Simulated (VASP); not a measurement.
# BaTe (Fm-3m) in VASP: further runs

BaTe is run at these levels: LDA, PBEsol; tasks: single point.

Everything below comes from runs of VASP 6.6.1. Logs are shortened: lines on timing, memory, paths and dates and some standing lists are left out, and cuts for length are marked.

## 1. The cell of the first run

The structure is cubic, space group Fm-3m (No. 225). Conventional cell: a = 6.820 Å, b = 6.820 Å, c = 6.820 Å, α = 90.00°, β = 90.00°, γ = 90.00°. Within 4.5 Å of Ba (site symmetry m-3m) lie 6 Te at 3.41 Å. Within 4.5 Å of Te (site symmetry m-3m) lie 6 Ba at 3.41 Å.

## 2. Single point, LDA

INCAR

```
  PREC = Accurate
  ENCUT = 520
  EDIFF = 1E-7
  ISMEAR = -1
  SIGMA = 0.05
  LREAL = F
  LASPH = T
  NELM = 60
  ALGO = Normal
  ISIF = 2
  LWAVE = F
  LCHARG = F
  GGA = CA
  NBANDS = 15
```

KPOINTS

```
Automatic mesh
0
Gamma
  7 7 7
```

POSCAR

```
BaTe
1.0
    0.0000000000      3.4100000000      3.4100000000
    3.4100000000      0.0000000000      3.4100000000
    3.4100000000      3.4100000000      0.0000000000
Ba Te
1 1
Direct
    0.0000000000      0.0000000000      0.0000000000
    0.5000000000      0.5000000000      0.5000000000
```

Potentials or basis: VASP PAW LDA potentials, release 64 (Ba_sv, Te).

Started as:

```bash
> cat potpaw_LDA.64/Ba_sv/POTCAR potpaw_LDA.64/Te/POTCAR > POTCAR
> mpirun -np 1 vasp_std > vasp.out
```

OUTCAR:

```text
PREC = Accurate
   ENCUT = 520
   EDIFF = 1E-7
   ISMEAR = -1
   LREAL = F
   LASPH = T
   NELM = 60
   ISIF = 2
   GGA = CA

 ion  position               nearest neighbor table
   1  0.000  0.000  0.000-   2 3.41   2 3.41   2 3.41   2 3.41   2 3.41   2 3.41
   2  0.500  0.500  0.500-   1 3.41   1 3.41   1 3.41   1 3.41   1 3.41   1 3.41

  LATTYP: Found a face centered cubic cell.
 ALAT       =     6.8200000000

  Lattice vectors:

 A1 = (   0.0000000000,   3.4100000000,   3.4100000000)
 A2 = (   3.4100000000,   0.0000000000,   3.4100000000)
 A3 = (   3.4100000000,   3.4100000000,   0.0000000000)

Analysis of symmetry for initial positions (statically):
=====================================================================
 Subroutine PRICEL returns:
 Original cell was already a primitive cell.

 Routine SETGRP: Setting up the symmetry group for a
 face centered cubic supercell.

 Subroutine GETGRP returns: Found 48 space group operations
 (whereof 48 operations were pure point group operations)
 out of a pool of 48 trial point group operations.

The static configuration has the point symmetry O_h .

Analysis of symmetry for dynamics (positions and initial velocities):
=====================================================================
 Subroutine PRICEL returns:
 Original cell was already a primitive cell.

 Routine SETGRP: Setting up the symmetry group for a
 face centered cubic supercell.

 Subroutine GETGRP returns: Found 48 space group operations
 (whereof 48 operations were pure point group operations)
 out of a pool of 48 trial point group operations.

The dynamic configuration has the point symmetry O_h .

 Subroutine INISYM returns: Found 48 space group operations
 (whereof 48 operations are pure point group operations),
 and found     1 'primitive' translations

----------------------------------------------------------------------------------------

                                     Primitive cell

  volume of cell :      79.3036

  direct lattice vectors                    reciprocal lattice vectors
     0.000000000  3.410000000  3.410000000    -0.146627566  0.146627566  0.146627566
     3.410000000  0.000000000  3.410000000     0.146627566 -0.146627566  0.146627566
     3.410000000  3.410000000  0.000000000     0.146627566  0.146627566 -0.146627566

  length of vectors
     4.822468248  4.822468248  4.822468248     0.253966394  0.253966394  0.253966394

  position of ions in fractional coordinates (direct lattice)
[... 8 lines left out ...]
----------------------------------------------------------------------------------------

 KPOINTS: Automatic mesh

Automatic generation of k-mesh.
 Grid dimensions read from file:
 generate k-points for:    7    7    7

 Generating k-lattice:

  Cartesian coordinates                     Fractional coordinates (reciprocal lattice)
    -0.020946795  0.020946795  0.020946795     0.142857143  0.000000000  0.000000000
     0.020946795 -0.020946795  0.020946795     0.000000000  0.142857143  0.000000000
     0.020946795  0.020946795 -0.020946795     0.000000000  0.000000000  0.142857143

  Length of vectors
     0.036280913  0.036280913  0.036280913

  Shift w.r.t. Gamma in fractional coordinates (k-lattice)
     0.000000000  0.000000000  0.000000000

 Subroutine IBZKPT returns following result:
 ===========================================

 Found     20 irreducible k-points:

 Following reciprocal coordinates:
            Coordinates               Weight
  0.000000  0.000000  0.000000      1.000000
  0.142857  0.000000  0.000000      8.000000
  0.285714  0.000000  0.000000      8.000000
  0.428571  0.000000  0.000000      8.000000
  0.142857  0.142857  0.000000      6.000000
  0.285714  0.142857  0.000000     24.000000
[... 12 lines left out ...]
 -0.428571  0.428571  0.142857     24.000000
 -0.285714  0.428571  0.142857     24.000000
   k-points           NKPTS =     20   k-points in BZ     NKDIM =     20   number of bands    NBANDS=     15
   number of dos      NEDOS =    301   number of ions     NIONS =      2
   total plane-waves  NPLWV =  46656
   dimension x,y,z NGX =    36 NGY =   36 NGZ =   36
   dimension x,y,z NGXF=    72 NGYF=   72 NGZF=   72
   ions per type =               1   1
   NGX,Y,Z   is equivalent  to a cutoff of  12.41, 12.41, 12.41 a.u.
   NGXF,Y,Z  is equivalent  to a cutoff of  24.82, 24.82, 24.82 a.u.
 SYSTEM =  unknown system
   PREC   = accura    normal or accurate (medium, high low for compatibility)
   ISTART =      0    job   : 0-new  1-cont  2-samecut
   ICHARG =      2    charge: 1-file 2-atom 10-const
   ISPIN  =      1    spin polarized calculation?
   LNONCOLLINEAR =      F non collinear calculations
   LSORBIT =      F    spin-orbit coupling
   LASPH  =      T    aspherical Exc in radial PAW
   ENCUT  =  520.0 eV  38.22 Ry    6.18 a.u.   8.97  8.97  8.97*2*pi/ulx,y,z
   NELM   =     60;   NELMIN=  2; NELMDL= -5     # of ELM steps
   EDIFF  = 0.1E-06   stopping-criterion for ELM
   LREAL  =      F    real-space projection
   EDIFFG = 0.1E-05   stopping-criterion for IOM
   NSW    =      0    number of steps for IOM
   IBRION =     -1    ionic relax: 0-MD 1-quasi-New 2-CG
   NFREE  =      0    steps in history (QN), initial steepest desc. (CG)
   ISIF   =      2    stress and relaxation
   ISYM   =      2    0-nonsym 1-usesym 2-fastsym
   POTIM  = 0.5000    time-step for ionic-motion
   TEBEG  =    0.0;   TEEND  =   0.0 temperature during run
   PSTRESS=    0.0 pullay stress
   NELECT =      16.0000    total number of electrons
   NUPDOWN=      -1.0000    fix difference up-down
   EMIN   =  10.00;   EMAX   =-10.00  energy-range for DOS
   EFERMI =   0.00;   METHOD = LEGACY
   ISMEAR =    -1;   SIGMA  =   0.05  broadening in eV -4-tet -1-fermi 0-gaus
   EFERMI_NEDOS =   21; number of points for ismear=-14 and -15
   IALGO  =     38    algorithm
   IMIX   =      4    mixing-type and parameters
     AMIX     =   0.40;   BMIX     =  1.00
     AMIX_MAG =   1.60;   BMIX_MAG =  1.00
  volume/ion in A,a.u.               =      39.65       267.58
  Fermi-wavevector in a.u.,A,eV,Ry     =   0.960175  1.814468 12.543704  0.921936
  Thomas-Fermi vector in A             =   2.089436
   LORBIT       =      0    0 simple, 1 ext, 2 COOP (PROOUT), +10 PAW based schemes
   GGA     = CA    functional components
   LHFCALC =     F    Hartree Fock is set to
   AEXX    =    0.0000 exact exchange contribution
   IVDW    =     0    specifies the selected vdW correction
   LEPSILON=     F    determine dielectric tensor
   LRPA    =     F    only Hartree local field effects (RPA)
 non-spin polarized calculation
  energy-cutoff  :      520.00
  volume of cell :       79.30
 maximum number of plane-waves:      2145
   NGX = 17   NGY = 17   NGZ = 17

 number of electron      16.0000000 magnetization

 Free energy of the ion-electron system (eV)
  ---------------------------------------------------
  ext. energy  EPLUGINS =         0.00000000
  ---------------------------------------------------
  free energy    TOTEN  =        -9.60180771 eV

  energy without entropy =       -9.60180759  energy(sigma->0) =       -9.60180765

 E-fermi :   3.2225     XC(G=0):  -8.8506

 val. band max:        2.6084758642   @ k =   0.0000   0.0000   0.0000
 cond. band min:       3.8659069032   @ k =   0.4286   0.4286   0.0000
 fundamental gap:      1.2574310389
 Fermi energy:         3.2224552702

 k-point     1 :       0.0000    0.0000    0.0000
  band No.  band energies     occupation
      1     -24.1563      2.00000
      2      -9.3470      2.00000
      3      -9.3470      2.00000
      4      -9.3470      2.00000
      5      -7.1810      2.00000
      6       2.6085      1.99999
      7       2.6085      1.99999
      8       2.6085      1.99999
      9       5.3579      0.00000
     10       5.3579      0.00000
     11       5.3579      0.00000
     12       5.6185      0.00000
     13       6.1137      0.00000
     14       6.1137      0.00000
     15       9.4425      0.00000

 k-point     2 :       0.1429    0.0000    0.0000
  band No.  band energies     occupation
      1     -24.1523      2.00000
      2      -9.4977      2.00000
      3      -9.3497      2.00000
      4      -9.3497      2.00000
      5      -6.9668      2.00000
      6       1.8836      2.00000
      7       2.2511      2.00000
      8       2.2511      2.00000
      9       5.4167      0.00000
     10       5.6359      0.00000
     11       5.6359      0.00000
     12       6.5211      0.00000
     13       6.7710      0.00000
     14       6.7710      0.00000
     15      10.1455      0.00000

 k-point     3 :       0.2857    0.0000    0.0000
  band No.  band energies     occupation
      1     -24.1433      2.00000
      2      -9.7713      2.00000
      3      -9.3557      2.00000
      4      -9.3557      2.00000
      5      -6.5389      2.00000
      6       0.8263      2.00000
      7       1.6801      2.00000
      8       1.6801      2.00000
      9       5.7150      0.00000
     10       6.3609      0.00000
     11       6.3609      0.00000
     12       7.9764      0.00000
     13       8.2612      0.00000
     14       8.2612      0.00000
     15      11.0307      0.00000
[... 271 lines left out ...]
 k-point    19 :      -0.4286    0.4286    0.1429
  band No.  band energies     occupation
      1     -24.1293      2.00000
      2      -9.6670      2.00000
      3      -9.4942      2.00000
      4      -9.4902      2.00000
      5      -6.7222      2.00000
      6       1.2349      2.00000
      7       1.6156      2.00000
      8       1.8733      2.00000
      9       4.7633      0.00000
     10       7.3421      0.00000
     11       7.4758      0.00000
     12       8.4238      0.00000
     13       8.5014      0.00000
     14       8.8725      0.00000
     15      10.7982      0.00000

 k-point    20 :      -0.2857    0.4286    0.1429
  band No.  band energies     occupation
      1     -24.1287      2.00000
      2      -9.6611      2.00000
      3      -9.5696      2.00000
      4      -9.4680      2.00000
      5      -6.6157      2.00000
      6       1.0622      2.00000
      7       1.5568      2.00000
      8       1.6229      2.00000
      9       5.6383      0.00000
     10       6.5433      0.00000
     11       7.7587      0.00000
     12       8.1282      0.00000
     13       8.3279      0.00000
     14      10.3630      0.00000
     15      11.0690      0.00000

------------------------ aborting loop because EDIFF is reached ----------------------------------------

  FORCE on cell =-STRESS in cart. coord.  units (eV):
  Direction    XX          YY          ZZ          XY          YZ          ZX
  --------------------------------------------------------------------------------------
  -------------------------------------------------------------------------------------
  Total        0.6139191      0.6139191      0.6139191     -0.0000000     -0.0000000      0.0000000
  in kB       12.4030537     12.4030537     12.4030537     -0.0000000     -0.0000000      0.0000000
  external PRESSURE =      12.4030537 kB  Pullay stress =       0.0000000 kB

 VOLUME and BASIS-vectors are now :
 -----------------------------------------------------------------------------
  energy-cutoff  :      520.00
  volume of cell :       79.30
      direct lattice vectors                 reciprocal lattice vectors
     0.000000000  3.410000000  3.410000000    -0.146627566  0.146627566  0.146627566
     3.410000000  0.000000000  3.410000000     0.146627566 -0.146627566  0.146627566
     3.410000000  3.410000000  0.000000000     0.146627566  0.146627566 -0.146627566

 POSITION                                       TOTAL-FORCE (eV/Angst)
 -----------------------------------------------------------------------------------
      0.00000      0.00000      0.00000         0.000000     -0.000000     -0.000000
      3.41000      3.41000      3.41000        -0.000000      0.000000      0.000000
 -----------------------------------------------------------------------------------
    total drift:                                0.000000      0.000000      0.000000

  FREE ENERGIE OF THE ION-ELECTRON SYSTEM (eV)
  ---------------------------------------------------
  free  energy   TOTEN  =        -9.6018077122 eV

  energy  without entropy=       -9.6018075879  energy(sigma->0) =       -9.60180765
```

It took 48 s on 1 thread of Intel Xeon 8259CL, shared host; peak memory 0.19 GiB.

Results:

- Free energy: -9.6018 eV
- Pressure: 1.2 GPa
- Band gap on the k mesh: 1.26 eV, indirect (least direct gap 1.64 eV)

Caveat: spin-orbit coupling is left out, which moves the levels of the heavy elements. A k mesh can miss the band edges.

(Continued in part 2 of 2.)
